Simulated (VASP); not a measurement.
Write the native input for VASP 6.6.1 that does the following.

* Task: single point
* Functional: PBE
* Potentials or basis: VASP PAW PBE potentials, release 64 (Be, Te)
* Cutoff: 520 eV
* k mesh: 8 × 8 × 8
* Occupations: fermi-dirac, width 0.02 eV
* Spin: no spin polarisation
* Dipole correction: no
* Further INCAR settings: ALGO = Normal; EDIFF = 1e-06; NBANDS = 11

The structure of BeTe lies in POSCAR:

```
BeTe
1.0
    0.0000000000      2.7154786823      2.9110173700
    2.7154786823      0.0000000000      2.9110173700
    2.7154786823      2.7154786823      0.0000000000
Be Te
1 1
Direct
    0.0000000000      0.0000000000      0.0000000000
    0.2500000000      0.2500000000      0.2500000000
```

This cell differs from its parent crystal: epitaxial xy strain -4.0%.

One way to write it, as run:

INCAR

```
SYSTEM = BeTe
  PREC = Accurate
  ENCUT = 520
  EDIFF = 1E-6
  ISMEAR = -1
  SIGMA = 0.02
  LREAL = .False.
  LASPH = .True.
  NELM = 60
  ALGO = Normal
  ISIF = 2
  LWAVE = .False.
  LCHARG = .True.
  GGA = PE
  LELF = .True.
  LVHAR = .True.
  NBANDS = 11
```

KPOINTS

```
Automatic mesh
0
Gamma
  8 8 8
  0 0 0
```

Potentials or basis: VASP PAW PBE potentials, release 64 (Be, Te).

Command:

```bash
$ cat potpaw_PBE.64/Be/POTCAR potpaw_PBE.64/Te/POTCAR > POTCAR
$ mpirun -np 1 vasp_std > vasp.out
```

It gave:

* Pressure: 3.7 GPa
* Band gap on the k mesh: 1.57 eV, indirect (least direct gap 3.41 eV)

Caveat: the cell differs from its parent crystal (epitaxial xy strain -4.0%); spin-orbit coupling is left out, which moves the levels of the heavy elements.

It took 18 s on 1 thread of Intel(R) Xeon(R) 6975P-C (Granite Rapids) (shared host), peak memory 0.18 GiB.
